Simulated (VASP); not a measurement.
# Sn3O2 (P4/nmm) in VASP: notebook

The runs below take Sn3O2 through single point, with PBE.

Program: VASP 6.6.1. These are calculated values, not measurements. Logs are shortened: lines on timing, memory, paths and dates and some standing lists are left out, and cuts for length are marked.

## 1. The cell of the first run

It takes space group P4/nmm (No. 129, tetragonal). Conventional cell: a = 3.745 Å, b = 3.745 Å, c = 13.320 Å, α = 90.00°, β = 90.00°, γ = 90.00°. Sn (site symmetry 4mm) has 4 O at 2.23 Å within 2.9 Å. Within 2.9 Å of Sn (site symmetry 4mm) lie 4 O at 2.21 Å. Sn (site symmetry 4mm) has 13 Sn at 3.18 to 3.96 Å and 4 O at 3.90 Å within 4.2 Å. O (site symmetry 2mm) has 4 Sn at 2.21 to 2.23 Å and 4 O at 2.65 Å within 2.9 Å.

## 2. Single point, PBE (18.68 Å³/atom)

Input file INCAR:

```
SYSTEM = Sn3O2
  ALGO = Fast
  EDIFF = 1E-6
  ENCUT = 520
  GGA = PE
  ISIF = 2
  ISMEAR = 0
  LASPH = .True.
  LCHARG = .False.
  LREAL = .False.
  LWAVE = .False.
  NBANDS = 65
  NELM = 100
  PREC = Accurate
  SIGMA = 0.1
```

Input file KPOINTS:

```
k-points
0
Gamma
  8 8 2
  0 0 0
```

Input file POSCAR:

```
Sn3O2
1.0
    3.7448721120      0.0000000000      0.0000000000
    0.0000000000      3.7448721120      0.0000000000
    0.0000000000      0.0000000000     13.3200571742
Sn O
6 4
Direct
    0.0000000000      0.5000000000      0.2685649435
    0.5000000000      0.0000000000      0.0890747285
    0.5000000000      0.0000000000      0.7314350565
    0.0000000000      0.5000000000      0.9109252715
    0.5000000000      0.0000000000      0.4339742212
    0.0000000000      0.5000000000      0.5660257788
    0.5000000000      0.5000000000      0.1775416077
    0.0000000000      0.0000000000      0.1775416077
    0.5000000000      0.5000000000      0.8224583923
    0.0000000000      0.0000000000      0.8224583923
```

Potentials or basis: VASP PAW PBE potentials, release 64 (Sn_d, O).

Run with:

```sh
cat potpaw_PBE.64/Sn_d/POTCAR potpaw_PBE.64/O/POTCAR > POTCAR
mpirun -np 1 vasp_std > vasp.out
```

OUTCAR:

```text
SYSTEM = Sn3O2
   EDIFF = 1E-6
   ENCUT = 520
   GGA = PE
   ISIF = 2
   ISMEAR = 0
   LASPH = .True.
   LREAL = .False.
   NELM = 100
   PREC = Accurate

 ion  position               nearest neighbor table
   1  0.000  0.500  0.269-   7 2.23   8 2.23   8 2.23   7 2.23   5 3.44   5 3.44   5 3.44   5 3.44
                             2 3.57   2 3.57   2 3.57   2 3.57
   2  0.500  0.000  0.089-   7 2.21   8 2.21   7 2.21   8 2.21   4 3.56   4 3.56   4 3.56   4 3.56
                             1 3.57   1 3.57   1 3.57   1 3.57
   3  0.500  0.000  0.731-   9 2.23  10 2.23   9 2.23  10 2.23   6 3.44   6 3.44   6 3.44   6 3.44
                             4 3.57   4 3.57   4 3.57   4 3.57
   4  0.000  0.500  0.911-   9 2.21  10 2.21  10 2.21   9 2.21   2 3.56   2 3.56   2 3.56   2 3.56
                             3 3.57   3 3.57   3 3.57   3 3.57
   5  0.500  0.000  0.434-   6 3.18   6 3.18   6 3.18   6 3.18   1 3.44   1 3.44   1 3.44   1 3.44

   6  0.000  0.500  0.566-   5 3.18   5 3.18   5 3.18   5 3.18   3 3.44   3 3.44   3 3.44   3 3.44

   7  0.500  0.500  0.178-   2 2.21   2 2.21   1 2.23   1 2.23
   8  0.000  0.000  0.178-   2 2.21   2 2.21   1 2.23   1 2.23
   9  0.500  0.500  0.822-   4 2.21   4 2.21   3 2.23   3 2.23
  10  0.000  0.000  0.822-   4 2.21   4 2.21   3 2.23   3 2.23

  LATTYP: Found a simple tetragonal cell.
 ALAT       =     3.7448721120
 C/A-ratio  =     3.5568790538

  Lattice vectors:

 A1 = (   3.7448721120,   0.0000000000,   0.0000000000)
 A2 = (   0.0000000000,   3.7448721120,   0.0000000000)
 A3 = (   0.0000000000,   0.0000000000,  13.3200571742)

Analysis of symmetry for initial positions (statically):
=====================================================================
 Subroutine PRICEL returns:
 Original cell was already a primitive cell.

 Routine SETGRP: Setting up the symmetry group for a
 simple tetragonal supercell.

 Subroutine GETGRP returns: Found 16 space group operations
 (whereof  8 operations were pure point group operations)
 out of a pool of 16 trial point group operations.

The static configuration has the point symmetry D_2d.
 The point group associated with its full space group is D_4h.

Analysis of symmetry for dynamics (positions and initial velocities):
=====================================================================
 Subroutine PRICEL returns:
 Original cell was already a primitive cell.

 Routine SETGRP: Setting up the symmetry group for a
 simple tetragonal supercell.

 Subroutine GETGRP returns: Found 16 space group operations
 (whereof  8 operations were pure point group operations)
 out of a pool of 16 trial point group operations.

The dynamic configuration has the point symmetry D_2d.
 The point group associated with its full space group is D_4h.

 Subroutine INISYM returns: Found 16 space group operations
 (whereof  8 operations are pure point group operations),
 and found     1 'primitive' translations

----------------------------------------------------------------------------------------

                                     Primitive cell

  volume of cell :     186.8014

  direct lattice vectors                    reciprocal lattice vectors
     3.744872112  0.000000000  0.000000000     0.267031816  0.000000000  0.000000000
     0.000000000  3.744872112  0.000000000     0.000000000  0.267031816  0.000000000
     0.000000000  0.000000000 13.320057174     0.000000000  0.000000000  0.075074753

  length of vectors
     3.744872112  3.744872112 13.320057174     0.267031816  0.267031816  0.075074753

  position of ions in fractional coordinates (direct lattice)
     0.000000000  0.500000000  0.268564944
     0.500000000  0.000000000  0.089074729
     0.500000000  0.000000000  0.731435056
     0.000000000  0.500000000  0.910925271
     0.500000000  0.000000000  0.433974221
     0.000000000  0.500000000  0.566025779
     0.500000000  0.500000000  0.177541608
     0.000000000  0.000000000  0.177541608
     0.500000000  0.500000000  0.822458392
     0.000000000  0.000000000  0.822458392

  ion indices of the primitive-cell ions
   primitive index   ion index
                 1           1
                 2           2
                 3           3
                 4           4
                 5           5
                 6           6
                 7           7
                 8           8
                 9           9
                10          10

----------------------------------------------------------------------------------------

 KPOINTS: k-points

Automatic generation of k-mesh.
 Grid dimensions read from file:
 generate k-points for:    8    8    2

 Generating k-lattice:

  Cartesian coordinates                     Fractional coordinates (reciprocal lattice)
     0.033378977  0.000000000  0.000000000     0.125000000  0.000000000  0.000000000
     0.000000000  0.033378977  0.000000000     0.000000000  0.125000000  0.000000000
     0.000000000  0.000000000  0.037537376     0.000000000  0.000000000  0.500000000

  Length of vectors
     0.033378977  0.033378977  0.037537376

  Shift w.r.t. Gamma in fractional coordinates (k-lattice)
     0.000000000  0.000000000  0.000000000

 Subroutine IBZKPT returns following result:
 ===========================================

 Found     30 irreducible k-points:

 Following reciprocal coordinates:
            Coordinates               Weight
  0.000000  0.000000  0.000000      1.000000
  0.125000  0.000000  0.000000      4.000000
  0.250000  0.000000  0.000000      4.000000
  0.375000  0.000000  0.000000      4.000000
  0.500000  0.000000  0.000000      2.000000
  0.125000  0.125000  0.000000      4.000000
[... 16 lines left out ...]
  0.375000  0.125000  0.500000      8.000000
  0.500000  0.125000  0.500000      4.000000
 [... further k-points ...]
   k-points           NKPTS =     30   k-points in BZ     NKDIM =     30   number of bands    NBANDS=     65
   number of dos      NEDOS =    301   number of ions     NIONS =     10
   total plane-waves  NPLWV =  78400
   dimension x,y,z NGX =    28 NGY =   28 NGZ =  100
   dimension x,y,z NGXF=    56 NGYF=   56 NGZF=  200
   ions per type =               6   4
   NGX,Y,Z   is equivalent  to a cutoff of  12.43, 12.43, 12.48 a.u.
   NGXF,Y,Z  is equivalent  to a cutoff of  24.86, 24.86, 24.96 a.u.
 SYSTEM =  Sn3O2
   PREC   = accura    normal or accurate (medium, high low for compatibility)
   ISTART =      0    job   : 0-new  1-cont  2-samecut
   ICHARG =      2    charge: 1-file 2-atom 10-const
   ISPIN  =      1    spin polarized calculation?
   LNONCOLLINEAR =      F non collinear calculations
   LSORBIT =      F    spin-orbit coupling
   LASPH  =      T    aspherical Exc in radial PAW
   ENCUT  =  520.0 eV  38.22 Ry    6.18 a.u.   6.96  6.96 24.77*2*pi/ulx,y,z
   NELM   =    100;   NELMIN=  2; NELMDL= -5     # of ELM steps
   EDIFF  = 0.1E-05   stopping-criterion for ELM
   LREAL  =      F    real-space projection
[... 7 lines left out ...]
   TEBEG  =    0.0;   TEEND  =   0.0 temperature during run
   PSTRESS=    0.0 pullay stress
   NELECT =     108.0000    total number of electrons
   NUPDOWN=      -1.0000    fix difference up-down
   EMIN   =  10.00;   EMAX   =-10.00  energy-range for DOS
   EFERMI =   0.00;   METHOD = LEGACY
   ISMEAR =     0;   SIGMA  =   0.10  broadening in eV -4-tet -1-fermi 0-gaus
   EFERMI_NEDOS =   21; number of points for ismear=-14 and -15
   IALGO  =     68    algorithm
   IMIX   =      4    mixing-type and parameters
     AMIX     =   0.40;   BMIX     =  1.00
     AMIX_MAG =   1.60;   BMIX_MAG =  1.00
  volume/ion in A,a.u.               =      18.68       126.06
  Fermi-wavevector in a.u.,A,eV,Ry     =   1.363817  2.577240 25.306788  1.859996
  Thomas-Fermi vector in A             =   2.490187
   LORBIT       =      0    0 simple, 1 ext, 2 COOP (PROOUT), +10 PAW based schemes
   GGA     = PE    functional components
   LHFCALC =     F    Hartree Fock is set to
   AEXX    =    0.0000 exact exchange contribution
   IVDW    =     0    specifies the selected vdW correction
   LEPSILON=     F    determine dielectric tensor
   LRPA    =     F    only Hartree local field effects (RPA)
 non-spin polarized calculation
 RMM-DIIS sequential band-by-band and
 Gauss-broadening in eV      SIGMA  =   0.10
  energy-cutoff  :      520.00
  volume of cell :      186.80
 maximum number of plane-waves:      5054
 NGX is ok and might be reduce to    28
   NGX = 13   NGY = 13   NGZ = 49

 number of electron     108.0000055 magnetization

 Free energy of the ion-electron system (eV)
  ---------------------------------------------------
  ext. energy  EPLUGINS =         0.00000000
  ---------------------------------------------------
  free energy    TOTEN  =       -52.08711806 eV

  energy without entropy =      -52.07591715  energy(sigma->0) =      -52.08151760

 E-fermi :   7.7579     XC(G=0): -10.5393

 val. band max:        7.7486613020   @ k =   0.3750   0.0000   0.0000
 cond. band min:       7.7941386511   @ k =   0.3750   0.3750   0.5000
 fundamental gap:      0.0454773491
 Fermi energy:         7.7578841812

 k-point     1 :       0.0000    0.0000    0.0000
  band No.  band energies     occupation
      1     -14.2208      2.00000
      2     -14.2114      2.00000
      3     -13.8477      2.00000
      4     -13.8477      2.00000
      5     -13.8451      2.00000
      6     -13.8451      2.00000
[... 57 lines left out ...]
     64      12.5513      0.00000
     65      12.7820      0.00000

 k-point     2 :       0.1250    0.0000    0.0000
  band No.  band energies     occupation
      1     -14.2142      2.00000
      2     -14.2064      2.00000
      3     -13.8738      2.00000
      4     -13.8733      2.00000
      5     -13.8461      2.00000
      6     -13.8459      2.00000
[... 1485 lines left out ...]
     64      13.4817      0.00000
     65      13.6517      0.00000

 k-point    24 :       0.5000    0.1250    0.5000
  band No.  band energies     occupation
      1     -14.1471      2.00000
      2     -14.1471      2.00000
      3     -14.1180      2.00000
      4     -14.1180      2.00000
      5     -13.8494      2.00000
      6     -13.8494      2.00000
[... 57 lines left out ...]
     64      12.7551      0.00000
     65      14.0195      0.00000

 [... further k-points ...]

------------------------ aborting loop because EDIFF is reached ----------------------------------------

  FORCE on cell =-STRESS in cart. coord.  units (eV):
  Direction    XX          YY          ZZ          XY          YZ          ZX
  --------------------------------------------------------------------------------------
  -------------------------------------------------------------------------------------
  Total        4.1767398      4.1767398      4.1289329      0.0000000      0.0000000      0.0000000
  in kB       35.8234930     35.8234930     35.4134579      0.0000000      0.0000000      0.0000000
  external PRESSURE =      35.6868147 kB  Pullay stress =       0.0000000 kB

 VOLUME and BASIS-vectors are now :
 -----------------------------------------------------------------------------
  energy-cutoff  :      520.00
  volume of cell :      186.80
      direct lattice vectors                 reciprocal lattice vectors
     3.744872112  0.000000000  0.000000000     0.267031816  0.000000000  0.000000000
     0.000000000  3.744872112  0.000000000     0.000000000  0.267031816  0.000000000
     0.000000000  0.000000000 13.320057174     0.000000000  0.000000000  0.075074753

 POSITION                                       TOTAL-FORCE (eV/Angst)
 -----------------------------------------------------------------------------------
      0.00000      1.87244      3.57730         0.000000     -0.000000      0.081186
      1.87244      0.00000      1.18648         0.000000      0.000000     -0.085145
      1.87244      0.00000      9.74276         0.000000      0.000000     -0.081186
      0.00000      1.87244     12.13358         0.000000      0.000000      0.085145
      1.87244      0.00000      5.78056        -0.000000      0.000000     -0.001366
      0.00000      1.87244      7.53950         0.000000      0.000000      0.001366
      1.87244      1.87244      2.36486        -0.000000     -0.000000      0.002317
      0.00000      0.00000      2.36486        -0.000000      0.000000      0.002317
      1.87244      1.87244     10.95519         0.000000      0.000000     -0.002317
      0.00000      0.00000     10.95519         0.000000      0.000000     -0.002317
 -----------------------------------------------------------------------------------
    total drift:                                0.000000     -0.000000      0.000000

  FREE ENERGIE OF THE ION-ELECTRON SYSTEM (eV)
  ---------------------------------------------------
  free  energy   TOTEN  =       -52.0871180562 eV

  energy  without entropy=      -52.0759171475  energy(sigma->0) =      -52.08151760
```

It took 13 min on 1 thread of Oxide Virtual Turin-like, shared host; peak memory 0.37 GiB.

What came out:

- Free energy: -52.0871 eV
- Pressure: 3.6 GPa
- Largest force: 0.085 eV/Å
- Band gap on the k mesh: zero (bands 54 and 55 overlap by 1.23 eV)

Forces in eV/Å, atoms in the order of the input:
```
Sn   0.000  0.000  0.081
Sn   0.000  0.000 -0.085
Sn   0.000  0.000 -0.081
Sn   0.000  0.000  0.085
Sn   0.000  0.000 -0.001
Sn   0.000  0.000  0.001
O    0.000  0.000  0.002
O    0.000  0.000  0.002
O    0.000  0.000 -0.002
O    0.000  0.000 -0.002
```

Levels at points of the mesh, in eV from the Fermi level:
| k point | band 51 | band 52 | band 53 | band 54 | band 55 | band 56 | band 57 | band 58 |
| --- | --- | --- | --- | --- | --- | --- | --- | --- |
| (0.00, 0.00, 0.00) | -2.02 | 0.05 | 0.68 | 0.68 | 1.20 | 2.11 | 2.37 | 3.25 |
| (0.50, 0.00, 0.00) | -2.32 | -2.32 | -0.69 | -0.69 | 2.71 | 2.71 | 3.32 | 3.32 |
| (0.50, 0.50, 0.00) | -2.26 | -2.26 | -2.24 | -2.24 | -0.11 | -0.11 | 0.63 | 0.63 |
| (0.00, 0.00, 0.50) | -0.86 | -0.35 | 0.69 | 0.69 | 1.12 | 2.20 | 2.26 | 2.88 |
| (0.50, 0.00, 0.50) | -2.09 | -2.09 | -0.79 | -0.79 | 2.78 | 2.78 | 3.25 | 3.25 |
| (0.50, 0.50, 0.50) | -2.24 | -2.24 | -2.12 | -2.12 | -0.47 | -0.47 | 0.70 | 0.70 |

Caveat: the cell stands under pressure; spin-orbit coupling is left out, which moves the levels of the heavy elements.

## 3. Single point, PBE

This run uses another cell than the first one, of 21.23 Å³/atom.

Input file INCAR:

```
SYSTEM = Sn3O2
PREC = Accurate
ENCUT = 520
EDIFF = 1E-6
ISMEAR = 0
SIGMA = 0.1
LREAL = .FALSE.
LASPH = .TRUE.
NELM = 80
ALGO = Fast
ISIF = 2
LWAVE = .FALSE.
LCHARG = .TRUE.
GGA = PE
LELF = .TRUE.
LVHAR = .TRUE.
NBANDS = 65
```

Input file KPOINTS:

```
regular mesh
0
G
  8 8 2
  0 0 0
```

Input file POSCAR:

```
Sn3O2
1.0
    3.7862735842      0.0000000000      0.0000000000
    0.0000000000      3.7862735842      0.0000000000
    0.0000000000      0.0000000000     14.8072161435
Sn O
6 4
Direct
    0.0000000000      0.5000000000      0.2536172190
    0.5000000000      0.0000000000      0.0925220936
    0.5000000000      0.0000000000      0.7463827810
    0.0000000000      0.5000000000      0.9074779064
    0.5000000000      0.0000000000      0.4345512762
    0.0000000000      0.5000000000      0.5654487238
    0.5000000000      0.5000000000      0.1719787114
    0.0000000000      0.0000000000      0.1719787114
    0.5000000000      0.5000000000      0.8280212886
    0.0000000000      0.0000000000      0.8280212886
```

Potentials or basis: VASP PAW PBE potentials, release 64 (Sn_d, O).

Run with:

```sh
cat potpaw_PBE.64/Sn_d/POTCAR potpaw_PBE.64/O/POTCAR > POTCAR
mpirun -np 1 vasp_std > vasp.out
```

It took 16 min on 1 thread of Oxide Virtual Turin-like, shared host; peak memory 0.42 GiB.

It converged, with:

* Free energy: -52.2849 eV
* Pressure: 0.1 GPa
* Largest force: 0.085 eV/Å
* Band gap on the k mesh: zero (bands 54 and 55 overlap by 1.37 eV)

Forces in eV/Å, atoms in the order of the input:
```
Sn   0.000  0.000  0.085
Sn   0.000  0.000 -0.082
Sn   0.000  0.000 -0.085
Sn   0.000  0.000  0.082
Sn   0.000  0.000 -0.008
Sn   0.000  0.000  0.008
O    0.000  0.000 -0.001
O    0.000  0.000 -0.001
O    0.000  0.000  0.001
O    0.000  0.000  0.001
```

Levels at points of the mesh, in eV from the Fermi level:
```
           k point  band 52  band 53  band 54  band 55  band 56  band 57
(0.00, 0.00, 0.00)    -0.23     0.63     1.19     1.19     2.05     2.06
(0.50, 0.00, 0.00)    -2.14    -1.03    -1.03     1.85     1.85     2.82
(0.50, 0.50, 0.00)    -2.16    -2.01    -2.01     0.29     0.29     0.75
(0.00, 0.00, 0.50)    -0.92     0.78     1.19     1.19     2.04     2.11
(0.50, 0.00, 0.50)    -1.97    -1.13    -1.13     1.90     1.90     2.77
(0.50, 0.50, 0.50)    -2.16    -1.96    -1.96     0.09     0.09     0.72
```

Caveat: spin-orbit coupling is left out, which moves the levels of the heavy elements.

The gap in the log of VASP goes by the Fermi energy; the results here count the filled bands.